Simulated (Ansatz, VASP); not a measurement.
## Two plane-wave programs on HfIn4SiO6

The input POSCAR:

```
HfIn4SiO6
1.0
    2.7158500000     -4.7035700000      0.0083300000
    2.7158500000      4.7035700000      0.0083300000
   -1.8791500000      0.0000000000      7.4012700000
Hf In Si O
1 4 1 6
Direct
    0.7883500000      0.2116500000      0.0000000000
    0.6217500000      0.3782500000      0.5000000000
    0.4550200000      0.5449800000      0.0000000000
    0.2840700000      0.7159300000      0.5000000000
    0.9581400000      0.0418600000      0.5000000000
    0.1216800000      0.8783200000      0.0000000000
    0.0621900000      0.1141500000      0.8666600000
    0.8858500000      0.9378100000      0.1333400000
    0.7949000000      0.5378400000      0.8666300000
    0.4621600000      0.2051000000      0.1333700000
    0.1535200000      0.6287900000      0.1333300000
    0.3712100000      0.8464800000      0.8666700000
```

INCAR.step1

```
PREC     = Accurate       # precision mode
ENCUT    = 520            # plane-wave cutoff, eV
EDIFF    = 1E-5           # SCF threshold, eV
ISMEAR   = -1             # smearing method
SIGMA    = 0.05           # smearing width, eV
LREAL    = F              # projectors in reciprocal space
LASPH    = T              # aspherical terms in the spheres
NELM     = 80             # most SCF steps
ALGO     = Normal         # electronic algorithm
ISIF     = 2              # what is computed and relaxed
LWAVE    = T              # write WAVECAR
LCHARG   = F              # write CHGCAR
GGA      = PE             # functional
NBANDS   = 63             # bands
LUSENCCL = F
```

Contents of INCAR.step2:

```
PREC     = Accurate       # precision mode
ENCUT    = 520            # plane-wave cutoff, eV
EDIFF    = 1E-7           # SCF threshold, eV
ISMEAR   = -1             # smearing method
SIGMA    = 0.05           # smearing width, eV
LREAL    = F              # projectors in reciprocal space
LASPH    = T              # aspherical terms in the spheres
NELM     = 80             # most SCF steps
ALGO     = Normal         # electronic algorithm
ISIF     = 2              # what is computed and relaxed
LWAVE    = F              # write WAVECAR
LCHARG   = F              # write CHGCAR
GGA      = PE             # functional
LHFCALC  = T              # exact exchange
AEXX     = 0.25           # exact-exchange fraction
HFSCREEN = 0.3            # screening, 1/A
PRECFOCK = Fast         
ISTART   = 1            
NBANDS   = 63             # bands
LUSENCCL = F
```

File KPOINTS:

```
regular mesh
0
Gamma
  3 3 2
```

Contents of input.yaml:

```yaml
crystal:
  lattice:
    - [2.71585, -4.70357, 0.00833]
    - [2.71585, 4.70357, 0.00833]
    - [-1.87915, 0.0, 7.40127]
  atoms:
    - { symbol: Hf, position: [0.78835, 0.21165, 0.0] }
    - { symbol: In, position: [0.62175, 0.37825, 0.5] }
    - { symbol: In, position: [0.45502, 0.54498, 0.0] }
    - { symbol: In, position: [0.28407, 0.71593, 0.5] }
    - { symbol: In, position: [0.95814, 0.04186, 0.5] }
    - { symbol: Si, position: [0.12168, 0.87832, 0.0] }
    - { symbol: O, position: [0.06219, 0.11415, 0.86666] }
    - { symbol: O, position: [0.88585, 0.93781, 0.13334] }
    - { symbol: O, position: [0.7949, 0.53784, 0.86663] }
    - { symbol: O, position: [0.46216, 0.2051, 0.13337] }
    - { symbol: O, position: [0.15352, 0.62879, 0.13333] }
    - { symbol: O, position: [0.37121, 0.84648, 0.86667] }
hamiltonian:
  xc: { exchange: pbe, correlation: pbe, exx: { coeff: 0.25, omega: 0.3 } }
  pseudopotentials: { kind: paw }
kpoints:
  mp_grid: { grid: [3, 3, 2] }
scf:
  occupations: { method: fermi_dirac, width: 0.05 }
output:
  forces: true
  stress: true
  eigenvalues: true
  write_density: true
  write_potential: true
  elf: true
  volumetric_format: npy
```

Alike in both runs: task single point; functional PBE-based screened hybrid; k mesh 3 × 3 × 2; occupations fermi-dirac, width 0.05 eV; no spin polarisation.

|  | VASP | Ansatz |
| --- | --- | --- |
| version | VASP 6.6.1 | Ansatz 0.2.0 |
| potentials or method | VASP PAW PBE potentials, release 64 (Hf_pv, In_d, Si, O) | Ansatz PAW |
| plane-wave cutoff (eV) | 520 | 420 |
| valence electrons in the cell | 102 | 118 |

Ansatz gave:

| Quantity | Value |
| --- | --- |
| gap on the k mesh at the Fermi level (eV) | none |
| pressure (GPa) | -4.0 |
| traceless stress, the component that is largest in VASP (GPa) | 1.49 |
| rms of the force components (eV/Å) | 0.239 |

What did VASP give for the same quantities?

gap on the k mesh at the Fermi level (eV): none; pressure (GPa): -4.5; traceless stress, the component that is largest in VASP (GPa): 1.67; rms of the force components (eV/Å): 0.260.

VASP's potentials were made for PBE, not for PBE-based screened hybrid. Atom by atom the forces differ by 0.073 eV/Å (rms over components). A gap of «none» marks a metal or a gap that the smearing closes. VASP's potentials hold 102 valence electrons a cell and Ansatz's 118, so a difference there can come from the potentials and not from the codes.

The k mesh is coarse, so the values compare programs but aren't converged. Spin-orbit coupling is off throughout.
